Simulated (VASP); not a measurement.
Wanted: the native input for a VASP 6.6.1 run.

| Quantity | Value |
| --- | --- |
| Task | relaxation of cell and atoms |
| Functional | PBE |
| Potentials or basis | VASP PAW PBE potentials, release 64 (Cd, O) |
| Cutoff | 600 eV |
| k mesh | 14 × 14 × 14 |
| Occupations | gaussian, width 0.01 eV |
| Spin | no spin polarisation |
| Target pressure | 75 GPa |
| Dipole correction | no |
| Further INCAR settings | ALGO = Normal; EDIFF = 1e-07; IBRION = 2; EDIFFG = -0.004; NSW = 70; ISIF = 3 |

The structure of CdO (nc) lies in POSCAR:

```
CdO
1.0
    0.0000000000      2.1604796711      2.1604796711
    2.1604796711      0.0000000000      2.1604796711
    2.1604796711      2.1604796711      0.0000000000
Cd O
1 1
Direct
    0.0000000000      0.0000000000      0.0000000000
    0.5000000000      0.5000000000      0.5000000000
```

These files were run (other wordings do the same):

INCAR

```
SYSTEM = CdO
PREC = Accurate
ENCUT = 600
EDIFF = 1E-7
ISMEAR = 0
SIGMA = 0.01
LREAL = .False.
LASPH = .True.
NELM = 120
ALGO = Normal
ISIF = 3
LWAVE = .False.
LCHARG = .False.
GGA = PE
IBRION = 2
NSW = 70
EDIFFG = -0.004
PSTRESS = 750.0
GGA_COMPAT = .False.
NELMIN = 4
```

KPOINTS

```
regular mesh
0
Gamma
  14 14 14
  0 0 0
```

Potentials or basis: VASP PAW PBE potentials, release 64 (Cd, O).

Run with:

```console
$ cat potpaw_PBE.64/Cd/POTCAR potpaw_PBE.64/O/POTCAR > POTCAR
$ mpirun -np 1 vasp_std > vasp.out
```

It gave:

* Relaxed volume: 10.20 Å³/atom
* Relaxed cell: a = 3.067 Å, b = 3.067 Å, c = 3.067 Å, α = 60.00°, β = 60.00°, γ = 60.00°
* Space group after relaxing (to 0.05 Å): Fm-3m (No. 225)
* Energy change on relaxing (the enthalpy is what falls): -53.7 meV/atom
* Ionic steps: 4
* Pressure after relaxing: 75.0 GPa
* Band gap on the k mesh: 0.07 eV, indirect (least direct gap 2.60 eV)

Caveat: the cell is relaxed towards a set pressure, so the enthalpy falls and the energy may rise.

Run time: 46 s on 1 thread of AMD EPYC 9R45 96-Core Processor (Zen 5), on a shared host, peak memory 0.14 GiB.
